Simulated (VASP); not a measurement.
# NaH (Fm-3m) in VASP: a series of runs, part 2 of 3

VASP 6.6.1.

## 4. Electric field gradients, PBEsol (14.24 Å³/atom)

This run uses another cell than the first one, of 14.24 Å³/atom.

Contents of INCAR:

```
  PREC = Accurate
  ENCUT = 520
  EDIFF = 1E-8
  ISMEAR = -1
  SIGMA = 0.03
  LREAL = F
  LASPH = T
  NELM = 100
  ALGO = Normal
  ISIF = 2
  LWAVE = F
  LCHARG = F
  GGA = PS
  LEFG = T
  NBANDS = 11
```

Contents of KPOINTS:

```
regular mesh
0
Gamma
  9 9 9
```

Contents of POSCAR:

```
NaH
1.0
    0.0000000000      2.4236236676      2.4236236676
    2.4236236676      0.0000000000      2.4236236676
    2.4236236676      2.4236236676      0.0000000000
Na H
1 1
Direct
    0.0000000000      0.0000000000      0.0000000000
    0.5000000000      0.5000000000      0.5000000000
```

Potentials or basis: VASP PAW PBE potentials, release 64 (Na_pv, H).

The run is started by

```sh
cat potpaw_PBE.64/Na_pv/POTCAR potpaw_PBE.64/H/POTCAR > POTCAR
mpirun -np 1 vasp_std > vasp.out
```

OUTCAR:

```text
PREC = Accurate
   ENCUT = 520
   EDIFF = 1E-8
   ISMEAR = -1
   LREAL = F
   LASPH = T
   NELM = 100
   ISIF = 2
   GGA = PS

 ion  position               nearest neighbor table
   1  0.000  0.000  0.000-
   2  0.500  0.500  0.500-

  LATTYP: Found a face centered cubic cell.
 ALAT       =     4.8472473352

  Lattice vectors:

 A1 = (   0.0000000000,   2.4236236676,   2.4236236676)
 A2 = (   2.4236236676,   0.0000000000,   2.4236236676)
 A3 = (   2.4236236676,   2.4236236676,   0.0000000000)

Analysis of symmetry for initial positions (statically):
=====================================================================
 Subroutine PRICEL returns:
 Original cell was already a primitive cell.

 Routine SETGRP: Setting up the symmetry group for a
 face centered cubic supercell.

 Subroutine GETGRP returns: Found 48 space group operations
 (whereof 48 operations were pure point group operations)
 out of a pool of 48 trial point group operations.

The static configuration has the point symmetry O_h .

Analysis of symmetry for dynamics (positions and initial velocities):
=====================================================================
 Subroutine PRICEL returns:
 Original cell was already a primitive cell.

 Routine SETGRP: Setting up the symmetry group for a
 face centered cubic supercell.

 Subroutine GETGRP returns: Found 48 space group operations
 (whereof 48 operations were pure point group operations)
 out of a pool of 48 trial point group operations.

The dynamic configuration has the point symmetry O_h .

 Subroutine INISYM returns: Found 48 space group operations
 (whereof 48 operations are pure point group operations),
 and found     1 'primitive' translations

----------------------------------------------------------------------------------------

                                     Primitive cell

  volume of cell :      28.4725

  direct lattice vectors                    reciprocal lattice vectors
     0.000000000  2.423623668  2.423623668    -0.206302656  0.206302656  0.206302656
     2.423623668  0.000000000  2.423623668     0.206302656 -0.206302656  0.206302656
     2.423623668  2.423623668  0.000000000     0.206302656  0.206302656 -0.206302656

  length of vectors
     3.427521461  3.427521461  3.427521461     0.357326682  0.357326682  0.357326682

  position of ions in fractional coordinates (direct lattice)
     0.000000000  0.000000000  0.000000000
     0.500000000  0.500000000  0.500000000

  ion indices of the primitive-cell ions
   primitive index   ion index
                 1           1
                 2           2

----------------------------------------------------------------------------------------

 KPOINTS: regular mesh

Automatic generation of k-mesh.
 Grid dimensions read from file:
 generate k-points for:    9    9    9

 Generating k-lattice:

  Cartesian coordinates                     Fractional coordinates (reciprocal lattice)
[... 77 lines left out ...]
   IALGO  =     38    algorithm
   IMIX   =      4    mixing-type and parameters
     AMIX     =   0.40;   BMIX     =  1.00
     AMIX_MAG =   1.60;   BMIX_MAG =  1.00
  volume/ion in A,a.u.               =      14.24        96.07
  Fermi-wavevector in a.u.,A,eV,Ry     =   1.072251  2.026260 15.642909  1.149721
  Thomas-Fermi vector in A             =   2.208015
   LORBIT       =      0    0 simple, 1 ext, 2 COOP (PROOUT), +10 PAW based schemes
   GGA     = PS    functional components
   LHFCALC =     F    Hartree Fock is set to
   AEXX    =    0.0000 exact exchange contribution
   IVDW    =     0    specifies the selected vdW correction
   LEPSILON=     F    determine dielectric tensor
   LRPA    =     F    only Hartree local field effects (RPA)
 non-spin polarized calculation
  energy-cutoff  :      520.00
  volume of cell :       28.47
 maximum number of plane-waves:       779
 NGX is ok and might be reduce to    28
   NGX = 13   NGY = 13   NGZ = 13

 number of electron       8.0000002 magnetization

 Free energy of the ion-electron system (eV)
  ---------------------------------------------------
  ext. energy  EPLUGINS =         0.00000000
  ---------------------------------------------------
  free energy    TOTEN  =        -5.08385739 eV

  energy without entropy =       -5.08385739  energy(sigma->0) =       -5.08385739

 E-fermi :  -0.5699     XC(G=0):  -7.8584

 val. band max:       -1.1889398986   @ k =  -0.3333   0.4444   0.1111
 cond. band min:       2.6668262886   @ k =  -0.4444   0.1111   0.0000
 fundamental gap:      3.8557661872
 Fermi energy:        -0.5699495810

 k-point     1 :       0.0000    0.0000    0.0000
  band No.  band energies     occupation
      1     -23.1366      2.00000
      2     -23.1366      2.00000
      3     -23.1366      2.00000
      4      -4.8196      2.00000
      5       9.2120      0.00000
      6      14.2079      0.00000
      7      14.2079      0.00000
      8      14.2079      0.00000
      9      15.1341      0.00000
     10      15.1341      0.00000
     11      15.1341      0.00000
[... 309 lines left out ...]
 k-point    24 :       0.4444    0.4444    0.0000
  band No.  band energies     occupation
      1     -23.2180      2.00000
      2     -23.1674      2.00000
      3     -23.1674      2.00000
      4      -1.4949      2.00000
      5       3.4999      0.00000
      6       8.6965      0.00000
      7       9.3829      0.00000
      8       9.3829      0.00000
      9      10.6433      0.00000
     10      22.0129      0.00000
     11      23.8010      0.00000

 [... further k-points ...]

------------------------ aborting loop because EDIFF is reached ----------------------------------------

  FORCE on cell =-STRESS in cart. coord.  units (eV):
  Direction    XX          YY          ZZ          XY          YZ          ZX
  --------------------------------------------------------------------------------------
  -------------------------------------------------------------------------------------
  Total       -0.1393978     -0.1393978     -0.1393978      0.0000000     -0.0000000      0.0000000
  in kB       -7.8440585     -7.8440585     -7.8440585      0.0000000     -0.0000000      0.0000000
  external PRESSURE =      -7.8440585 kB  Pullay stress =       0.0000000 kB

 VOLUME and BASIS-vectors are now :
 -----------------------------------------------------------------------------
  energy-cutoff  :      520.00
  volume of cell :       28.47
      direct lattice vectors                 reciprocal lattice vectors
     0.000000000  2.423623668  2.423623668    -0.206302656  0.206302656  0.206302656
     2.423623668  0.000000000  2.423623668     0.206302656 -0.206302656  0.206302656
     2.423623668  2.423623668  0.000000000     0.206302656  0.206302656 -0.206302656

 POSITION                                       TOTAL-FORCE (eV/Angst)
 -----------------------------------------------------------------------------------
      0.00000      0.00000      0.00000         0.000000      0.000000      0.000000
      2.42362      2.42362      2.42362        -0.000000     -0.000000     -0.000000
 -----------------------------------------------------------------------------------
    total drift:                               -0.000000     -0.000000     -0.000000

  FREE ENERGIE OF THE ION-ELECTRON SYSTEM (eV)
  ---------------------------------------------------
  free  energy   TOTEN  =        -5.0838573942 eV

  energy  without entropy=       -5.0838573942  energy(sigma->0) =       -5.08385739

 Electric field gradients (V/A^2)
---------------------------------------------------------------------
 ion       V_xx      V_yy      V_zz      V_xy      V_xz      V_yz
---------------------------------------------------------------------
   1      -0.000    -0.000    -0.000     0.001     0.001     0.001
   2      -0.000    -0.000    -0.000     0.001     0.001     0.001
---------------------------------------------------------------------

 Electric field gradients after diagonalization (V/A^2)
 (convention: |V_zz| > |V_xx| > |V_yy|)
----------------------------------------------------------------------
 ion       V_xx      V_yy      V_zz     asymmetry (V_yy - V_xx)/ V_zz
----------------------------------------------------------------------
   1      -0.001    -0.001     0.001       0.000
   2      -0.001    -0.001     0.002       0.000
----------------------------------------------------------------------

           NMR quadrupolar parameters

 Cq : quadrupolar parameter    Cq=e*Q*V_zz/h
 eta: asymmetry parameters     (V_yy - V_xx)/ V_zz
 Q  : nuclear electric quadrupole moment in mb (millibarn)
----------------------------------------------------------------------
 ion       Cq(MHz)       eta       Q (mb)
----------------------------------------------------------------------
   1       0.000       0.000       1.000
   2       0.000       0.000       1.000
----------------------------------------------------------------------
```

Run time: 21 s. Hardware: 1 thread of Intel Xeon 8259CL, shared host; peak memory 0.15 GiB.

What came out:

```
Free energy                             : -5.0839 eV
Pressure                                : -0.8 GPa
Band gap on the k mesh                  : 3.86 eV (least direct gap 4.59 eV)
Largest electric field gradient by atom : zero within the noise of the run
```

Levels at points of the mesh, in eV from the valence-band top:
| k point | band 1 | band 2 | band 3 | band 4 | band 5 | band 6 | band 7 | band 8 | band 9 |
| --- | --- | --- | --- | --- | --- | --- | --- | --- | --- |
| (0.00, 0.00, 0.00) | -21.95 | -21.95 | -21.95 | -3.63 | 10.40 | 15.40 | 15.40 | 15.40 | 16.32 |

Caveat: the PAW data sets were made with another functional, which shifts forces and pressure a little; an odd mesh through Γ misses points on the zone boundary, where band edges can lie.

## 5. Electric field gradients, PBEsol

This run uses another cell than the first one, of 14.53 Å³/atom.

Contents of INCAR:

```
PREC     = Accurate       # precision mode
ENCUT    = 520            # plane-wave cutoff, eV
EDIFF    = 1E-8           # SCF threshold, eV
ISMEAR   = -1             # smearing method
SIGMA    = 0.03           # smearing width, eV
LREAL    = False          # projectors in reciprocal space
LASPH    = True           # aspherical terms in the spheres
NELM     = 100            # most SCF steps
ALGO     = Normal         # electronic algorithm
ISIF     = 2              # what is computed and relaxed
LWAVE    = False          # write WAVECAR
LCHARG   = False          # write CHGCAR
GGA      = PS             # functional
LEFG     = True         
NBANDS   = 11             # bands
```

Contents of KPOINTS:

```
Automatic mesh
0
Gamma
  9 9 9
```

Contents of POSCAR:

```
NaH
1.0
    0.0000000000      2.4400000000      2.4400000000
    2.4400000000      0.0000000000      2.4400000000
    2.4400000000      2.4400000000      0.0000000000
Na H
1 1
Direct
    0.0000000000      0.0000000000      0.0000000000
    0.5000000000      0.5000000000      0.5000000000
```

Potentials or basis: VASP PAW PBE potentials, release 64 (Na_pv, H).

The run is started by

```sh
cat potpaw_PBE.64/Na_pv/POTCAR potpaw_PBE.64/H/POTCAR > POTCAR
mpirun -np 1 vasp_std > vasp.out
```

OUTCAR:

```text
PREC = Accurate
   ENCUT = 520
   EDIFF = 1E-8
   ISMEAR = -1
   LREAL = False
   LASPH = True
   NELM = 100
   ISIF = 2
   GGA = PS

 ion  position               nearest neighbor table
   1  0.000  0.000  0.000-
   2  0.500  0.500  0.500-

  LATTYP: Found a face centered cubic cell.
 ALAT       =     4.8800000000

  Lattice vectors:

 A1 = (   0.0000000000,   2.4400000000,   2.4400000000)
 A2 = (   2.4400000000,   0.0000000000,   2.4400000000)
 A3 = (   2.4400000000,   2.4400000000,   0.0000000000)

Analysis of symmetry for initial positions (statically):
=====================================================================
 Subroutine PRICEL returns:
 Original cell was already a primitive cell.

 Routine SETGRP: Setting up the symmetry group for a
 face centered cubic supercell.

 Subroutine GETGRP returns: Found 48 space group operations
 (whereof 48 operations were pure point group operations)
 out of a pool of 48 trial point group operations.

The static configuration has the point symmetry O_h .

Analysis of symmetry for dynamics (positions and initial velocities):
=====================================================================
 Subroutine PRICEL returns:
 Original cell was already a primitive cell.

 Routine SETGRP: Setting up the symmetry group for a
 face centered cubic supercell.

 Subroutine GETGRP returns: Found 48 space group operations
 (whereof 48 operations were pure point group operations)
 out of a pool of 48 trial point group operations.

The dynamic configuration has the point symmetry O_h .

 Subroutine INISYM returns: Found 48 space group operations
 (whereof 48 operations are pure point group operations),
[... 160 lines left out ...]
      8      13.9978      0.00000
      9      14.8759      0.00000
     10      14.8759      0.00000
     11      14.8759      0.00000
[... 309 lines left out ...]
 k-point    24 :       0.4444    0.4444    0.0000
  band No.  band energies     occupation
      1     -23.3101      2.00000
      2     -23.2630      2.00000
      3     -23.2630      2.00000
      4      -1.5499      2.00000
      5       3.3962      0.00000
      6       8.5599      0.00000
      7       9.1987      0.00000
      8       9.1987      0.00000
      9      10.3780      0.00000
     10      21.6453      0.00000
     11      23.4628      0.00000

 [... further k-points ...]
[... 5 lines left out ...]
  --------------------------------------------------------------------------------------
  -------------------------------------------------------------------------------------
  Total       -0.2173147     -0.2173147     -0.2173147     -0.0000000     -0.0000000     -0.0000000
  in kB      -11.9839539    -11.9839539    -11.9839539     -0.0000000     -0.0000000     -0.0000000
  external PRESSURE =     -11.9839539 kB  Pullay stress =       0.0000000 kB

 VOLUME and BASIS-vectors are now :
 -----------------------------------------------------------------------------
  energy-cutoff  :      520.00
  volume of cell :       29.05
      direct lattice vectors                 reciprocal lattice vectors
     0.000000000  2.440000000  2.440000000    -0.204918033  0.204918033  0.204918033
     2.440000000  0.000000000  2.440000000     0.204918033 -0.204918033  0.204918033
     2.440000000  2.440000000  0.000000000     0.204918033  0.204918033 -0.204918033

 POSITION                                       TOTAL-FORCE (eV/Angst)
 -----------------------------------------------------------------------------------
      0.00000      0.00000      0.00000         0.000000      0.000000     -0.000000
      2.44000      2.44000      2.44000        -0.000000      0.000000      0.000000
 -----------------------------------------------------------------------------------
    total drift:                               -0.000000     -0.000000     -0.000000

  FREE ENERGIE OF THE ION-ELECTRON SYSTEM (eV)
  ---------------------------------------------------
  free  energy   TOTEN  =        -5.0804710785 eV

  energy  without entropy=       -5.0804710785  energy(sigma->0) =       -5.08047108

 Electric field gradients (V/A^2)
---------------------------------------------------------------------
 ion       V_xx      V_yy      V_zz      V_xy      V_xz      V_yz
---------------------------------------------------------------------
   1      -0.000     0.000     0.000     0.001     0.001     0.001
   2      -0.000    -0.000     0.000     0.001     0.001     0.001
---------------------------------------------------------------------

 Electric field gradients after diagonalization (V/A^2)
 (convention: |V_zz| > |V_xx| > |V_yy|)
----------------------------------------------------------------------
 ion       V_xx      V_yy      V_zz     asymmetry (V_yy - V_xx)/ V_zz
----------------------------------------------------------------------
   1      -0.001    -0.001     0.003       0.000
   2      -0.001    -0.001     0.002       0.000
----------------------------------------------------------------------

           NMR quadrupolar parameters

 Cq : quadrupolar parameter    Cq=e*Q*V_zz/h
 eta: asymmetry parameters     (V_yy - V_xx)/ V_zz
 Q  : nuclear electric quadrupole moment in mb (millibarn)
----------------------------------------------------------------------
 ion       Cq(MHz)       eta       Q (mb)
----------------------------------------------------------------------
   1       0.000       0.000       1.000
   2       0.000       0.000       1.000
----------------------------------------------------------------------
```

OSZICAR:

```text
N       E                     dE             d eps       ncg     rms          rms(c)
DAV:   1     0.391092431072E+02    0.39109E+02   -0.45438E+03   782   0.732E+02
DAV:   2    -0.409610132371E+01   -0.43205E+02   -0.42639E+02   788   0.195E+02
DAV:   3    -0.544403623355E+01   -0.13479E+01   -0.13462E+01   926   0.333E+01
DAV:   4    -0.545313497291E+01   -0.90987E-02   -0.90979E-02   891   0.279E+00
DAV:   5    -0.545321683968E+01   -0.81867E-04   -0.81865E-04   898   0.270E-01    0.288E+00
DAV:   6    -0.515713531925E+01    0.29608E+00   -0.30218E-01   929   0.316E+00    0.132E+00
DAV:   7    -0.507787494414E+01    0.79260E-01   -0.27298E-01   881   0.221E+00    0.331E-01
DAV:   8    -0.508052391272E+01   -0.26490E-02   -0.67437E-03   854   0.950E-01    0.596E-02
DAV:   9    -0.508048095907E+01    0.42954E-04   -0.74823E-04   962   0.324E-01    0.191E-02
DAV:  10    -0.508047059860E+01    0.10360E-04   -0.42694E-05   858   0.419E-02    0.294E-03
DAV:  11    -0.508047128945E+01   -0.69085E-06   -0.11973E-06   901   0.639E-03    0.219E-03
DAV:  12    -0.508047107117E+01    0.21828E-06   -0.10555E-07   872   0.213E-03    0.212E-04
DAV:  13    -0.508047107854E+01   -0.73715E-08   -0.50299E-09   706   0.441E-04
   1 F= -.50804711E+01 E0= -.50804711E+01  d E =-.322838E-10
```

Wall time 22 s (1 thread of Intel Xeon 8259CL, shared host); peak memory 0.15 GiB.

Results:

| Quantity | Value |
| --- | --- |
| Free energy | -5.0805 eV |
| Pressure | -1.2 GPa |
| Band gap on the k mesh | 3.82 eV (least direct gap 4.55 eV) |
| Largest electric field gradient by atom | zero within the noise of the run |

Caveat: the PAW data sets were made with another functional, which shifts forces and pressure a little; an odd mesh through Γ misses points on the zone boundary, where band edges can lie.

(Part 2 of 3 ends here.)
